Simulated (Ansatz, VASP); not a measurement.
Pt: VASP beside Ansatz

```xyz
1
Lattice="-1.7517 1.7517 1.2384 1.7517 -1.7517 1.2384 1.7517 1.7517 -1.2384" Properties=species:S:1:pos:R:3 pbc="T T T"
Pt    0.0000    0.0000    0.0000
```

Alike in both runs: task single point; functional PBEsol; k mesh 30 × 30 × 30; occupations gaussian, width 0.15 eV; no spin polarisation.

|  | VASP | Ansatz |
| --- | --- | --- |
| version | VASP 6.6.1 | Ansatz 0.2.0 |
| potentials or method | VASP PAW PBE potentials, release 64 (Pt), cutoff 520 eV | scalar-relativistic, plane waves, PAW |
| valence electrons in the cell | 10 | 18 |

Ansatz gave:

- gap on the k mesh at the Fermi level (eV): none
- pressure (GPa): 11.5
- traceless stress, the component that is largest in VASP (GPa): 39.20

Problem. Estimate VASP's values.

Solution. gap on the k mesh at the Fermi level (eV): none; pressure (GPa): 11.1; traceless stress, the component that is largest in VASP (GPa): 38.97.

VASP's potentials were made for PBE, not for PBEsol. A gap of «none» marks a metal or a gap that the smearing closes. VASP's potentials hold 10 valence electrons a cell and Ansatz's 18, so a difference there can come from the potentials and not from the codes.

Neither program's run includes spin-orbit coupling.
